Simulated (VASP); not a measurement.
Here is a VASP 6.6.1 calculation.

INCAR

```
PREC = Accurate
ENCUT = 520
EDIFF = 1E-6
ISMEAR = -1
SIGMA = 0.05
LREAL = False
LASPH = True
NELM = 80
ALGO = Normal
ISIF = 2
LWAVE = False
LCHARG = False
GGA = PE
NBANDS = 14
```

File KPOINTS:

```
regular mesh
0
Gamma
  15 15 15
```

POSCAR

```
HfC
1.0
    0.0000000000      2.3250000000      2.3250000000
    2.3250000000      0.0000000000      2.3250000000
    2.3250000000      2.3250000000      0.0000000000
Hf C
1 1
Direct
    0.5248322581      0.5248322581      0.5248322581
    0.0000000000      0.0000000000      0.0000000000
```

Potentials or basis: VASP PAW PBE potentials, release 64 (Hf_pv, C).

Launch:

```sh
$ cat potpaw_PBE.64/Hf_pv/POTCAR potpaw_PBE.64/C/POTCAR > POTCAR
$ mpirun -np 1 vasp_std > vasp.out
```

(1) Predict the pressure.

(2) What does it give for the band gap on the k mesh?

(3) What does it give for the largest force?

Results:

(1) 3.0 GPa.

(2) zero (filled and empty bands touch).

(3) 1.304 eV/Å.

Caveat: the cell differs from its parent crystal (atom 1 (Hf) moved by [0.11547, 0.11547, 0.11547] A); spin-orbit coupling is left out, which moves the levels of the heavy elements; forces of over 1 eV/Å act on the atoms, so gaps and moduli don't describe the material at rest.
